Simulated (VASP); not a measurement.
# O3W in VASP: single point with revPBE

Aim: the single point of O3W with revPBE.

Program: VASP 6.6.1. These are calculated values, not measurements. Logs are shortened: lines on timing, memory, paths and dates and some standing lists are left out, and cuts for length are marked.

## Step 1: The cell of the first run

The cell holds a molecule in a box, 4 atoms: a = 11.000 Å, b = 12.000 Å, c = 12.000 Å, α = 90.00°, β = 90.00°, γ = 90.00°.

## Step 2: Single point, revPBE (last atom moved by 0.08 Å along z)

Contents of INCAR:

```
SYSTEM = WO3
GGA = RE
ISMEAR = 0
SIGMA = 0.03
LWAVE = .False.
LCHARG = .False.
ISIF = 0
PREC = Accurate
LASPH = .True.
LREAL = .False.
ALGO = Normal
EDIFF = 1E-8
NELM = 120
GGA_COMPAT = .False.
ENCUT = 720
EFERMI = MIDGAP
NELMDL = -8
NBANDS = 40
ADDGRID = .False.
```

Contents of KPOINTS:

```
k-points
0
Gamma
  1 1 1
```

Contents of POSCAR:

```
WO3
1.0
   11.0000000000      0.0000000000      0.0000000000
    0.0000000000     12.0000000000      0.0000000000
    0.0000000000      0.0000000000     12.0000000000
O W
3 1
Direct
    0.4496136400      0.5255916700      0.6124708300
    0.5686318200      0.4082166700      0.4467291700
    0.4337318200      0.5952833300      0.3931958300
    0.4378954500      0.4798500000      0.4841208400
```

Potentials or basis: VASP PAW PBE potentials, release 64 (O, W_sv).

The run is started by

```
cat potpaw_PBE.64/O/POTCAR potpaw_PBE.64/W_sv/POTCAR > POTCAR
mpirun -np 1 vasp_gam > vasp.out
```

OUTCAR:

```text
SYSTEM = WO3
   GGA = RE
   ISMEAR = 0
   ISIF = 0
   PREC = Accurate
   LASPH = .True.
   LREAL = .False.
   EDIFF = 1E-8
   NELM = 120
   ENCUT = 720
   EFERMI = MIDGAP
   NELMDL = -8

 ion  position               nearest neighbor table
   1  0.450  0.526  0.612-   4 1.64
   2  0.569  0.408  0.447-   4 1.73
   3  0.434  0.595  0.393-   4 1.76
   4  0.438  0.480  0.484-   1 1.64   2 1.73   3 1.76

  LATTYP: Found a simple tetragonal cell.
 ALAT       =    12.0000000000
 C/A-ratio  =     0.9166666667

  Lattice vectors:

 A1 = (   0.0000000000,  12.0000000000,   0.0000000000)
 A2 = (   0.0000000000,   0.0000000000,  12.0000000000)
 A3 = (  11.0000000000,   0.0000000000,   0.0000000000)

Analysis of symmetry for initial positions (statically):
=====================================================================
 Subroutine PRICEL returns:
 Original cell was already a primitive cell.

 Routine SETGRP: Setting up the symmetry group for a
 simple tetragonal supercell.

 Subroutine GETGRP returns: Found  1 space group operations
 (whereof  1 operations were pure point group operations)
 out of a pool of 16 trial point group operations.

The static configuration has the point symmetry C_1 .

Analysis of symmetry for dynamics (positions and initial velocities):
=====================================================================
 Subroutine PRICEL returns:
 Original cell was already a primitive cell.

 Routine SETGRP: Setting up the symmetry group for a
 simple tetragonal supercell.

 Subroutine GETGRP returns: Found  1 space group operations
 (whereof  1 operations were pure point group operations)
 out of a pool of 16 trial point group operations.

The dynamic configuration has the point symmetry C_1 .

 Subroutine INISYM returns: Found  1 space group operations
 (whereof  1 operations are pure point group operations),
 and found     1 'primitive' translations

----------------------------------------------------------------------------------------

                                     Primitive cell

  volume of cell :    1584.0000

  direct lattice vectors                    reciprocal lattice vectors
    11.000000000  0.000000000  0.000000000     0.090909091  0.000000000  0.000000000
     0.000000000 12.000000000  0.000000000     0.000000000  0.083333333  0.000000000
     0.000000000  0.000000000 12.000000000     0.000000000  0.000000000  0.083333333

  length of vectors
    11.000000000 12.000000000 12.000000000     0.090909091  0.083333333  0.083333333

  position of ions in fractional coordinates (direct lattice)
     0.449613640  0.525591670  0.612470830
     0.568631820  0.408216670  0.446729170
     0.433731820  0.595283330  0.393195830
     0.437895450  0.479850000  0.484120840

  ion indices of the primitive-cell ions
   primitive index   ion index
                 1           1
                 2           2
                 3           3
                 4           4

----------------------------------------------------------------------------------------

 KPOINTS: k-points

Automatic generation of k-mesh.
 Grid dimensions read from file:
 generate k-points for:    1    1    1

 Generating k-lattice:

  Cartesian coordinates                     Fractional coordinates (reciprocal lattice)
     0.090909091  0.000000000  0.000000000     1.000000000  0.000000000  0.000000000
     0.000000000  0.083333333  0.000000000     0.000000000  1.000000000  0.000000000
     0.000000000  0.000000000  0.083333333     0.000000000  0.000000000  1.000000000

  Length of vectors
     0.090909091  0.083333333  0.083333333

  Shift w.r.t. Gamma in fractional coordinates (k-lattice)
     0.000000000  0.000000000  0.000000000

 Subroutine IBZKPT returns following result:
 ===========================================

 Found      1 irreducible k-points:

 Following reciprocal coordinates:
            Coordinates               Weight
  0.000000  0.000000  0.000000      1.000000
   k-points           NKPTS =      1   k-points in BZ     NKDIM =      1   number of bands    NBANDS=     40
   number of dos      NEDOS =    301   number of ions     NIONS =      4
   total plane-waves  NPLWV = ******
   dimension x,y,z NGX =    96 NGY =  108 NGZ =  108
   dimension x,y,z NGXF=   192 NGYF=  216 NGZF=  216
   ions per type =               3   1
   NGX,Y,Z   is equivalent  to a cutoff of  14.51, 14.96, 14.96 a.u.
   NGXF,Y,Z  is equivalent  to a cutoff of  29.02, 29.92, 29.92 a.u.
 SYSTEM =  WO3
   PREC   = accura    normal or accurate (medium, high low for compatibility)
   ISTART =      0    job   : 0-new  1-cont  2-samecut
   ICHARG =      2    charge: 1-file 2-atom 10-const
   ISPIN  =      1    spin polarized calculation?
   LNONCOLLINEAR =      F non collinear calculations
   LSORBIT =      F    spin-orbit coupling
   LASPH  =      T    aspherical Exc in radial PAW
   ENCUT  =  720.0 eV  52.92 Ry    7.27 a.u.  24.07 26.25 26.25*2*pi/ulx,y,z
   NELM   =    120;   NELMIN=  2; NELMDL= -8     # of ELM steps
   EDIFF  = 0.1E-07   stopping-criterion for ELM
   LREAL  =      F    real-space projection
   EDIFFG = 0.1E-06   stopping-criterion for IOM
   NSW    =      0    number of steps for IOM
   IBRION =     -1    ionic relax: 0-MD 1-quasi-New 2-CG
   NFREE  =      0    steps in history (QN), initial steepest desc. (CG)
   ISIF   =      0    stress and relaxation
   ISYM   =      2    0-nonsym 1-usesym 2-fastsym
   POTIM  = 0.5000    time-step for ionic-motion
   TEBEG  =    0.0;   TEEND  =   0.0 temperature during run

   SCALEE = 1.0000    scale energy and forces
   PSTRESS=    0.0 pullay stress
   NELECT =      32.0000    total number of electrons
   NUPDOWN=      -1.0000    fix difference up-down
   EMIN   =  10.00;   EMAX   =-10.00  energy-range for DOS
   EFERMI =   0.00;   METHOD = MIDGAP
   ISMEAR =     0;   SIGMA  =   0.03  broadening in eV -4-tet -1-fermi 0-gaus
   EFERMI_NEDOS =   21; number of points for ismear=-14 and -15
   IALGO  =     38    algorithm
   IMIX   =      4    mixing-type and parameters
     AMIX     =   0.40;   BMIX     =  1.00
     AMIX_MAG =   1.60;   BMIX_MAG =  1.00
  volume/ion in A,a.u.               =     396.00      2672.34
  Fermi-wavevector in a.u.,A,eV,Ry     =   0.445868  0.842569  2.704816  0.198798
  Thomas-Fermi vector in A             =   1.423827
   LORBIT       =      0    0 simple, 1 ext, 2 COOP (PROOUT), +10 PAW based schemes
   GGA     = RE    functional components
   LHFCALC =     F    Hartree Fock is set to
   AEXX    =    0.0000 exact exchange contribution
   IVDW    =     0    specifies the selected vdW correction
   LEPSILON=     F    determine dielectric tensor
   LRPA    =     F    only Hartree local field effects (RPA)

   CSHIFT  =0.1000    complex shift for real part using Kramers Kronig

   OMEGAMAX=  -1.0    maximum frequency
 non-spin polarized calculation
 Gauss-broadening in eV      SIGMA  =   0.03
  energy-cutoff  :      720.00
  volume of cell :     1584.00
 maximum number of plane-waves:     34721
   NGX = 49   NGY = 53   NGZ = 53

 number of electron      31.9999999 magnetization

 Free energy of the ion-electron system (eV)
  ---------------------------------------------------
  ext. energy  EPLUGINS =         0.00000000
  ---------------------------------------------------
  free energy    TOTEN  =       -30.89810132 eV

  energy without entropy =      -30.89810132  energy(sigma->0) =      -30.89810132

 E-fermi :  -6.0274     XC(G=0):  -0.8186

 val. band max:       -6.8465478289   @ k =   0.0000   0.0000   0.0000
 cond. band min:      -5.2082983319   @ k =   0.0000   0.0000   0.0000
 fundamental gap:      1.6382494970
 Fermi energy:        -6.0274230804

 k-point     1 :       0.0000    0.0000    0.0000
  band No.  band energies     occupation
      1     -80.3011      2.00000
      2     -45.1150      2.00000
      3     -44.8325      2.00000
      4     -44.6703      2.00000
      5     -23.3819      2.00000
      6     -22.6092      2.00000
[... 20 lines left out ...]
     27       1.0259      0.00000
     28       1.1487      0.00000
 [bands above 28 left out]

------------------------ aborting loop because EDIFF is reached ----------------------------------------

 VOLUME and BASIS-vectors are now :
 -----------------------------------------------------------------------------
  energy-cutoff  :      720.00
  volume of cell :     1584.00
      direct lattice vectors                 reciprocal lattice vectors
    11.000000000  0.000000000  0.000000000     0.090909091  0.000000000  0.000000000
     0.000000000 12.000000000  0.000000000     0.000000000  0.083333333  0.000000000
     0.000000000  0.000000000 12.000000000     0.000000000  0.000000000  0.083333333

 POSITION                                       TOTAL-FORCE (eV/Angst)
 -----------------------------------------------------------------------------------
      4.94575      6.30710      7.34965         0.939196      2.316756      6.154076
      6.25495      4.89860      5.36075         0.900326     -0.458261      0.248960
      4.77105      7.14340      4.71835        -0.071459     -0.120299      0.538712
      4.81685      5.75820      5.80945        -1.768062     -1.738196     -6.941748
 -----------------------------------------------------------------------------------
    total drift:                                0.000699      0.000237      0.000157

  FREE ENERGIE OF THE ION-ELECTRON SYSTEM (eV)
  ---------------------------------------------------
  free  energy   TOTEN  =       -30.8981013242 eV

  energy  without entropy=      -30.8981013242  energy(sigma->0) =      -30.89810132
```

Wall time 3.4 min (1 thread of Intel Xeon 6975P-C (Granite Rapids), shared host); peak memory 1.6 GiB.

What came out:

| Item | Value |
| --- | --- |
| Free energy | -30.8981 eV |
| Largest force | 7.371 eV/Å |
| Gap between the frontier levels | 1.64 eV |

Forces in eV/Å, atoms in the order of the input:
```
O    0.939  2.317  6.154
O    0.900 -0.458  0.249
O   -0.071 -0.120  0.539
W   -1.768 -1.738 -6.942
```

Levels at points of the mesh, in eV from the valence-band top:
```
           k point  band 14  band 15  band 16  band 17  band 18  band 19
(0.00, 0.00, 0.00)    -0.53    -0.43     0.00     1.64     4.18     4.60
```

Caveat: the cell differs from its parent crystal (last atom moved by 0.08 Å along z); the PAW data sets were made with another functional, which shifts forces and pressure a little; spin-orbit coupling is left out, which moves the levels of the heavy elements.
